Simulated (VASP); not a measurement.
The system is HfO2.

```
Hf O
1.0
     0.00000    2.54034    2.54034
     2.54034    0.00000    2.54034
     2.54034    2.54034    0.00000
Hf O
1 2
Direct
  0.00000 0.00000 0.00000
  0.75000 0.75000 0.75000
  0.25000 0.25000 0.25000
```

Base run:

| Quantity | Value |
| --- | --- |
| Program | VASP 6.6.1 |
| Functional | r2SCAN |
| Potentials or basis | VASP PAW PBE potentials, release 64 (Hf_pv, O) |
| Cutoff | 520 eV |
| k mesh | 9 × 9 × 9 |
| Occupations | fermi-dirac, width 0.05 eV |
| Spin | no spin polarisation |

Its results: band gap on the k mesh 4.39 eV, indirect (least direct gap 4.50 eV); pressure -7.3 GPa.

Problem. The run is repeated on the same cell with these changes: functional from r2SCAN to PBEsol. What comes out?

Solution. Band gap on the k mesh 3.77 eV, indirect (least direct gap 3.89 eV); pressure -9.1 GPa.

r2SCAN gives the wider gap, since meta-GGAs in the generalised Kohn-Sham scheme recover part of the derivative discontinuity.

Caveats: the PAW data sets were made with another functional, which shifts forces and pressure a little; spin-orbit coupling is left out, which moves the levels of the heavy elements.

A k mesh can miss the band edges.
